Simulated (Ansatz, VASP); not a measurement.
# Sn: VASP beside Ansatz

The input POSCAR:

```
Sn
1.0
   -1.8345472244      1.8345472244      1.8912857983
    1.8345472244     -1.8345472244      1.8912857983
    1.8345472244      1.8345472244     -1.8912857983
Sn
1
Direct
    0.0000000000      0.0000000000      0.0000000000
```

Contents of INCAR.step1:

```
PREC     = Accurate       # precision mode
ENCUT    = 520            # plane-wave cutoff, eV
ISMEAR   = 0              # smearing method
SIGMA    = 0.15           # smearing width, eV
LREAL    = F              # projectors in reciprocal space
LASPH    = T              # aspherical terms in the spheres
NELM     = 60             # most SCF steps
NBANDS   = 13             # bands
GGA      = PE             # functional
ALGO     = Normal         # electronic algorithm
EDIFF    = 1E-4           # SCF threshold, eV
LWAVE    = T              # write WAVECAR
LCHARG   = F              # write CHGCAR
```

Contents of INCAR.step2:

```
PREC     = Accurate       # precision mode
ENCUT    = 520            # plane-wave cutoff, eV
EDIFF    = 1E-7           # SCF threshold, eV
ISMEAR   = 0              # smearing method
SIGMA    = 0.15           # smearing width, eV
LREAL    = F              # projectors in reciprocal space
LASPH    = T              # aspherical terms in the spheres
NELM     = 60             # most SCF steps
ALGO     = Normal         # electronic algorithm
ISIF     = 2              # what is computed and relaxed
LWAVE    = F              # write WAVECAR
LCHARG   = F              # write CHGCAR
METAGGA  = R2SCAN         # meta-GGA
LMIXTAU  = T            
NBANDS   = 13             # bands
ISTART   = 1
```

The input KPOINTS:

```
Automatic mesh
0
Gamma
  22 22 22
```

Input for Ansatz:

```yaml
crystal:
  lattice:
    - [-1.8345472244, 1.8345472244, 1.8912857983]
    - [1.8345472244, -1.8345472244, 1.8912857983]
    - [1.8345472244, 1.8345472244, -1.8912857983]
  atoms:
    - { symbol: Sn, position: [0.0, 0.0, 0.0] }
basis:
  ecutwfc: 500
kpoints:
  mp_grid: { grid: [22, 22, 22] }
hamiltonian:
  xc: r2scan
scf:
  occupations: { method: gaussian, width: 0.15 }
output:
  forces: true
  stress: true
  eigenvalues: true
  write_density: true
  write_potential: true
  elf: true
  volumetric_format: npy
```

Change from the starting cell: strain -0.0300 x Voigt [1, 1, 0, 0, 0, 0], atoms carried along.

Alike in both runs: task single point; functional r2SCAN; k mesh 22 × 22 × 22; occupations gaussian, width 0.15 eV; no spin polarisation.

|  | VASP | Ansatz |
| --- | --- | --- |
| version | VASP 6.6.1 | Ansatz 0.2.0 |
| potentials or method | VASP PAW PBE potentials, release 64 (Sn_d), cutoff 520 eV | scalar-relativistic, plane waves, PAW |
| valence electrons in the cell | 14 | 14 |

```csv
,VASP,Ansatz,Ansatz less VASP
gap on the k mesh at the Fermi level (eV),none,none,-
pressure (GPa),3.3,3.3,-0.01
```

VASP's potentials were made for PBE, not for r2SCAN. A gap of «none» marks a metal or a gap that the smearing closes.
